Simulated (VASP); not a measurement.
# SiNi (P4/mmm) in VASP: a series of runs

The runs below take SiNi through relaxation of cell and atoms, with PBE.

Everything below comes from runs of VASP 6.6.1. Logs are shortened: lines on timing, memory, paths and dates and some standing lists are left out, and cuts for length are marked.

### Step 1. The cell of the first run

It takes space group P4/mmm (No. 123, tetragonal). The conventional cell has a = 2.467 Å, b = 2.467 Å, c = 3.996 Å, α = 90.00°, β = 90.00°, γ = 90.00°. Si (site symmetry 4/mmm) has 4 Si at 2.47 Å and 8 Ni at 2.65 Å within 3.3 Å. Within 3.3 Å of Ni (site symmetry 4/mmm) lie 4 Ni at 2.47 Å and 8 Si at 2.65 Å.

The cell was built from a structure type or drawn by symmetry, and may not be a known phase.

### Step 2. Relaxation of cell and atoms, PBE, collinear spin, ferromagnetic start

The input, INCAR:

```
SYSTEM = SiNi
ALGO = Normal
EDIFF = 1E-6
EDIFFG = -0.04
ENCUT = 600
GGA = PE
IBRION = 2
ISIF = 3
ISMEAR = 0
ISPIN = 2
LASPH = .TRUE.
LCHARG = .FALSE.
LMAXMIX = 4
LORBIT = 11
LREAL = .FALSE.
LWAVE = .FALSE.
MAGMOM = 0 2
NELM = 150
NSW = 90
PREC = Accurate
SIGMA = 0.1
```

The input, KPOINTS:

```
k-points
0
G
  8 8 4
  0 0 0
```

The input, POSCAR:

```
SiNi
1.0
    2.4668442600      0.0000000000      0.0000000000
    0.0000000000      2.4668442600      0.0000000000
    0.0000000000      0.0000000000      3.9964446000
Si Ni
1 1
Direct
    0.0000000000      0.0000000000      0.0000000000
    0.5000000000      0.5000000000      0.5000000000
```

Potentials or basis: VASP PAW PBE potentials, release 64 (Si, Ni).

Launch:

```console
cat potpaw_PBE.64/Si/POTCAR potpaw_PBE.64/Ni/POTCAR > POTCAR
mpirun -np 1 vasp_std > vasp.out
```

OUTCAR:

```text
SYSTEM = SiNi
   EDIFF = 1E-6
   EDIFFG = -0.04
   ENCUT = 600
   GGA = PE
   IBRION = 2
   ISIF = 3
   ISMEAR = 0
   ISPIN = 2
   LASPH = .TRUE.
   LORBIT = 11
   LREAL = .FALSE.
   NELM = 150
   NSW = 90
   PREC = Accurate

 ion  position               nearest neighbor table
   1  0.000  0.000  0.000-   2 2.65   2 2.65   2 2.65   2 2.65   2 2.65   2 2.65   2 2.65   2 2.65

   2  0.500  0.500  0.500-   1 2.65   1 2.65   1 2.65   1 2.65   1 2.65   1 2.65   1 2.65   1 2.65

  LATTYP: Found a simple tetragonal cell.
 ALAT       =     2.4668442600
 C/A-ratio  =     1.6200636030

  Lattice vectors:

 A1 = (   2.4668442600,   0.0000000000,   0.0000000000)
 A2 = (   0.0000000000,   2.4668442600,   0.0000000000)
 A3 = (   0.0000000000,   0.0000000000,   3.9964446000)

Analysis of symmetry for initial positions (statically):
=====================================================================
 Subroutine PRICEL returns:
 Original cell was already a primitive cell.

 Routine SETGRP: Setting up the symmetry group for a
 simple tetragonal supercell.

 Subroutine GETGRP returns: Found 16 space group operations
 (whereof 16 operations were pure point group operations)
 out of a pool of 16 trial point group operations.

The static configuration has the point symmetry D_4h.

Analysis of symmetry for dynamics (positions and initial velocities):
=====================================================================
 Subroutine PRICEL returns:
 Original cell was already a primitive cell.

 Routine SETGRP: Setting up the symmetry group for a
 simple tetragonal supercell.

 Subroutine GETGRP returns: Found 16 space group operations
 (whereof 16 operations were pure point group operations)
 out of a pool of 16 trial point group operations.

The dynamic configuration has the point symmetry D_4h.

Analysis of structural, dynamic, and magnetic symmetry:
=====================================================================
 Subroutine PRICEL returns:
 Original cell was already a primitive cell.

 Routine SETGRP: Setting up the symmetry group for a
 simple tetragonal supercell.

 Subroutine GETGRP returns: Found 16 space group operations
 (whereof 16 operations were pure point group operations)
 out of a pool of 16 trial point group operations.

The overall configuration has the point symmetry D_4h.

 Subroutine INISYM returns: Found 16 space group operations
 (whereof 16 operations are pure point group operations),
 and found     1 'primitive' translations

----------------------------------------------------------------------------------------

                                     Primitive cell

  volume of cell :      24.3196

  direct lattice vectors                    reciprocal lattice vectors
     2.466844260  0.000000000  0.000000000     0.405376219  0.000000000  0.000000000
     0.000000000  2.466844260  0.000000000     0.000000000  0.405376219  0.000000000
     0.000000000  0.000000000  3.996444600     0.000000000  0.000000000  0.250222410

  length of vectors
     2.466844260  2.466844260  3.996444600     0.405376219  0.405376219  0.250222410

  position of ions in fractional coordinates (direct lattice)
     0.000000000  0.000000000  0.000000000
     0.500000000  0.500000000  0.500000000

  ion indices of the primitive-cell ions
   primitive index   ion index
                 1           1
                 2           2

----------------------------------------------------------------------------------------

 KPOINTS: k-points

Automatic generation of k-mesh.
 Grid dimensions read from file:
 generate k-points for:    8    8    4

 Generating k-lattice:

  Cartesian coordinates                     Fractional coordinates (reciprocal lattice)
     0.050672027  0.000000000  0.000000000     0.125000000  0.000000000  0.000000000
     0.000000000  0.050672027  0.000000000     0.000000000  0.125000000  0.000000000
     0.000000000  0.000000000  0.062555603     0.000000000  0.000000000  0.250000000

  Length of vectors
     0.050672027  0.050672027  0.062555603

  Shift w.r.t. Gamma in fractional coordinates (k-lattice)
     0.000000000  0.000000000  0.000000000

 Subroutine IBZKPT returns following result:
 ===========================================

 Found     45 irreducible k-points:

 Following reciprocal coordinates:
            Coordinates               Weight
  0.000000  0.000000  0.000000      1.000000
  0.125000  0.000000  0.000000      4.000000
  0.250000  0.000000  0.000000      4.000000
  0.375000  0.000000  0.000000      4.000000
  0.500000  0.000000  0.000000      2.000000
  0.125000  0.125000  0.000000      4.000000
[... 16 lines left out ...]
  0.375000  0.125000  0.250000     16.000000
  0.500000  0.125000  0.250000      8.000000
 [... further k-points ...]
   k-points           NKPTS =     45   k-points in BZ     NKDIM =     45   number of bands    NBANDS=     12
   number of dos      NEDOS =    301   number of ions     NIONS =      2
   total plane-waves  NPLWV =  12800
   dimension x,y,z NGX =    20 NGY =   20 NGZ =   32
   dimension x,y,z NGXF=    40 NGYF=   40 NGZF=   64
   ions per type =               1   1
   NGX,Y,Z   is equivalent  to a cutoff of  13.48, 13.48, 13.31 a.u.
   NGXF,Y,Z  is equivalent  to a cutoff of  26.96, 26.96, 26.62 a.u.
 SYSTEM =  SiNi
   PREC   = accura    normal or accurate (medium, high low for compatibility)
   ISTART =      0    job   : 0-new  1-cont  2-samecut
   ICHARG =      2    charge: 1-file 2-atom 10-const
   ISPIN  =      2    spin polarized calculation?
   LNONCOLLINEAR =      F non collinear calculations
   LSORBIT =      F    spin-orbit coupling
   LASPH  =      T    aspherical Exc in radial PAW
   ENCUT  =  600.0 eV  44.10 Ry    6.64 a.u.   4.93  4.93  7.98*2*pi/ulx,y,z
   NELM   =    150;   NELMIN=  2; NELMDL= -5     # of ELM steps
   EDIFF  = 0.1E-05   stopping-criterion for ELM
   LREAL  =      F    real-space projection
   EDIFFG = -.4E-01   stopping-criterion for IOM
   NSW    =     90    number of steps for IOM
   IBRION =      2    ionic relax: 0-MD 1-quasi-New 2-CG
   NFREE  =      1    steps in history (QN), initial steepest desc. (CG)
   ISIF   =      3    stress and relaxation
   ISYM   =      2    0-nonsym 1-usesym 2-fastsym
   POTIM  = 0.5000    time-step for ionic-motion
   TEBEG  =    0.0;   TEEND  =   0.0 temperature during run
   PSTRESS=    0.0 pullay stress
   NELECT =      14.0000    total number of electrons
   NUPDOWN=      -1.0000    fix difference up-down
   EMIN   =  10.00;   EMAX   =-10.00  energy-range for DOS
   EFERMI =   0.00;   METHOD = LEGACY
   ISMEAR =     0;   SIGMA  =   0.10  broadening in eV -4-tet -1-fermi 0-gaus
   EFERMI_NEDOS =   21; number of points for ismear=-14 and -15
   IALGO  =     38    algorithm
   IMIX   =      4    mixing-type and parameters
     AMIX     =   0.40;   BMIX     =  1.00
     AMIX_MAG =   1.60;   BMIX_MAG =  1.00
  volume/ion in A,a.u.               =      12.16        82.06
  Fermi-wavevector in a.u.,A,eV,Ry     =   1.361858  2.573538 25.234135  1.854657
  Thomas-Fermi vector in A             =   2.488398
   LORBIT       =     11    0 simple, 1 ext, 2 COOP (PROOUT), +10 PAW based schemes
   GGA     = PE    functional components
   LHFCALC =     F    Hartree Fock is set to
   AEXX    =    0.0000 exact exchange contribution
   IVDW    =     0    specifies the selected vdW correction
   LEPSILON=     F    determine dielectric tensor
   LRPA    =     F    only Hartree local field effects (RPA)
 conjugate gradient relaxation of ions
 spin polarized calculation
 Gauss-broadening in eV      SIGMA  =   0.10
  energy-cutoff  :      600.00
  volume of cell :       24.32
 maximum number of plane-waves:       828
 NGX is ok and might be reduce to    20
   NGX =  9   NGY =  9   NGZ = 15

--------------------------------------- Ionic step        1  -------------------------------------------

 number of electron      13.9999994 magnetization       0.1737611

 Free energy of the ion-electron system (eV)
  ---------------------------------------------------
  ext. energy  EPLUGINS =         0.00000000
  ---------------------------------------------------
  free energy    TOTEN  =       -11.04088273 eV

  energy without entropy =      -11.03173267  energy(sigma->0) =      -11.03630770

------------------------ aborting loop because EDIFF is reached ----------------------------------------

  FORCE on cell =-STRESS in cart. coord.  units (eV):
  Direction    XX          YY          ZZ          XY          YZ          ZX
  --------------------------------------------------------------------------------------
  -------------------------------------------------------------------------------------
  Total        0.7465420      0.7465420     -4.0918546      0.0000000      0.0000000      0.0000000
  in kB       49.1821581     49.1821581   -269.5712134      0.0000000      0.0000000      0.0000000
  external PRESSURE =     -57.0689657 kB  Pullay stress =       0.0000000 kB
[... 251 lines left out ...]
--------------------------------------- Ionic step        8  -------------------------------------------

 number of electron      14.0000001 magnetization      -0.0000002

 number of electron      14.0000001 magnetization       0.0000004

 Free energy of the ion-electron system (eV)
  ---------------------------------------------------
  ext. energy  EPLUGINS =         0.00000000
  ---------------------------------------------------
  free energy    TOTEN  =       -11.48482908 eV

  energy without entropy =      -11.48197570  energy(sigma->0) =      -11.48340239

 E-fermi :  11.8553     XC(G=0): -12.6043

 val. band max:       11.6894467128   @ k =   0.1250   0.1250   0.0000
 cond. band min:      11.8615039910   @ k =   0.2500   0.2500   0.0000
 fundamental gap:      0.1720572782
 Fermi energy:        11.8552907236

 spin component 1

 k-point     1 :       0.0000    0.0000    0.0000
  band No.  band energies     occupation
      1      -2.2773      1.00000
      2       7.4938      1.00000
      3       7.9966      1.00000
      4       9.7212      1.00000
      5       9.7212      1.00000
      6       9.9055      1.00000
      7      10.2763      1.00000
      8      15.8976      0.00000
      9      17.3450      0.00000
     10      17.3450      0.00000
     11      19.2806      0.00000
     12      24.4059      0.00000
[... 331 lines left out ...]
 k-point    24 :       0.5000    0.1250    0.2500
  band No.  band energies     occupation
      1       3.0588      1.00000
      2       4.3697      1.00000
      3       7.3668      1.00000
      4       8.5669      1.00000
      5       9.4930      1.00000
      6       9.5006      1.00000
      7      10.8600      1.00000
      8      13.2810      0.00000
      9      14.1057      0.00000
     10      18.7780      0.00000
     11      21.5662      0.00000
     12      23.1612      0.00000

 [... further k-points ...]

 spin component 2

 k-point     1 :       0.0000    0.0000    0.0000
  band No.  band energies     occupation
      1      -2.2773      1.00000
      2       7.4938      1.00000
      3       7.9966      1.00000
      4       9.7212      1.00000
      5       9.7212      1.00000
      6       9.9055      1.00000
      7      10.2763      1.00000
      8      15.8976      0.00000
      9      17.3450      0.00000
     10      17.3450      0.00000
     11      19.2806      0.00000
     12      24.4059      0.00000
[... 374 lines left out ...]
  FREE ENERGIE OF THE ION-ELECTRON SYSTEM (eV)
  ---------------------------------------------------
  free  energy   TOTEN  =       -11.4848290811 eV

  energy  without entropy=      -11.4819757004  energy(sigma->0) =      -11.48340239

 reached required accuracy - stopping structural energy minimisation

 total charge

# of ion       s       p       d       tot
------------------------------------------
    1        0.719   0.847   0.000   1.565
    2        0.450   0.564   8.493   9.507
--------------------------------------------------
tot          1.169   1.411   8.493  11.072

 magnetization (x)

# of ion       s       p       d       tot
------------------------------------------
    1        0.000   0.000   0.000   0.000
    2       -0.000  -0.000  -0.000  -0.000
--------------------------------------------------
tot          0.000   0.000  -0.000  -0.000
```

Wall time 71 s (1 thread of Intel Xeon Platinum 8559C (Emerald Rapids), shared host); peak memory 0.16 GiB.

What came out:

```yaml
Free_energy: -11.4848 eV
Relaxed_volume: 11.37 Å³/atom
Relaxed_cell: a = 2.613 Å, b = 2.613 Å, c = 3.330 Å, α = 90.00°, β = 90.00°, γ = 90.00°
Space_group_after_relaxing_to_0.1_Å: P4/mmm (No. 123)
Energy_gained_by_relaxing: 222.0 meV/atom
Ionic_steps: 8
Pressure_after_relaxing: -0.1 GPa
Band_gap_on_the_k_mesh: zero (filled and empty bands overlap)
Net_moment: 0.00 μB per cell
Valence_electrons_inside_the_program's_atomic_spheres: Si 1.56; Ni 9.51
```

Step by step:
```csv
step,energy change (eV),largest force (eV/Å),pressure (GPa),volume (Å³)
1,0.0000,0.0000,-5.71,24.32
2,-0.3456,0.0000,0.58,22.72
3,-0.3966,0.0000,5.78,22.08
4,-0.4022,0.0000,8.91,21.76
5,-0.4311,0.0000,-5.31,23.48
6,-0.4431,0.0000,-0.87,22.83
7,-0.4431,0.0000,-0.64,22.81
8,-0.4439,0.0000,-0.11,22.73
```

Final structure:
```cif
data_structure
_symmetry_space_group_name_H-M 'P 1'
_symmetry_Int_Tables_number 1
_cell_length_a 2.6128
_cell_length_b 2.6128
_cell_length_c 3.3298
_cell_angle_alpha 90.000
_cell_angle_beta 90.000
_cell_angle_gamma 90.000
_cell_volume 22.73
loop_
_atom_site_label
_atom_site_type_symbol
_atom_site_fract_x
_atom_site_fract_y
_atom_site_fract_z
_atom_site_occupancy
Si1 Si 0.00000 0.00000 0.00000 1
Ni1 Ni 0.50000 0.50000 0.50000 1
```

Levels at points of the mesh, in eV from the Fermi level:
Spin up:
```tsv
k point	band 3	band 4	band 5	band 6	band 7	band 8	band 9	band 10	band 11	band 12
(0.00, 0.00, 0.00)	-3.86	-2.13	-2.13	-1.95	-1.58	4.04	5.49	5.49	7.43	12.55
(0.50, 0.00, 0.00)	-4.26	-3.38	-2.45	-1.95	-0.66	4.71	4.98	5.12	9.94	10.00
(0.50, 0.50, 0.00)	-4.35	-3.78	-3.33	-3.33	-1.01	0.81	2.15	5.15	10.57	10.57
(0.00, 0.00, 0.50)	-3.63	-2.51	-2.51	-2.37	-1.56	6.85	8.15	8.15	11.19	11.40
(0.50, 0.00, 0.50)	-4.75	-4.29	-2.37	-2.19	-2.04	-0.17	0.87	9.95	12.92	14.37
(0.50, 0.50, 0.50)	-5.37	-1.83	-1.63	-1.01	0.69	1.47	1.47	1.53	1.53	4.03
```
Spin down:
| k point | band 4 | band 5 | band 6 | band 7 | band 8 | band 9 | band 10 | band 11 |
| --- | --- | --- | --- | --- | --- | --- | --- | --- |
| (0.00, 0.00, 0.00) | -2.13 | -2.13 | -1.95 | -1.58 | 4.04 | 5.49 | 5.49 | 7.43 |
| (0.50, 0.00, 0.00) | -3.38 | -2.45 | -1.95 | -0.66 | 4.71 | 4.98 | 5.12 | 9.94 |
| (0.50, 0.50, 0.00) | -3.78 | -3.33 | -3.33 | -1.01 | 0.81 | 2.15 | 5.15 | 10.57 |
| (0.00, 0.00, 0.50) | -2.51 | -2.51 | -2.37 | -1.56 | 6.85 | 8.15 | 8.15 | 11.19 |
| (0.50, 0.00, 0.50) | -4.29 | -2.37 | -2.19 | -2.04 | -0.17 | 0.87 | 9.95 | 12.92 |
| (0.50, 0.50, 0.50) | -1.83 | -1.63 | -1.01 | 0.69 | 1.47 | 1.47 | 1.53 | 1.53 |

Caveat: the k points lie up to 0.47 Å⁻¹ apart in the final cell, too coarse for converged energies and pressures of a metal; a cell axis changed by over 15 % at a fixed basis, so the end point is rough.

(Part 1 of 2 ends here.)
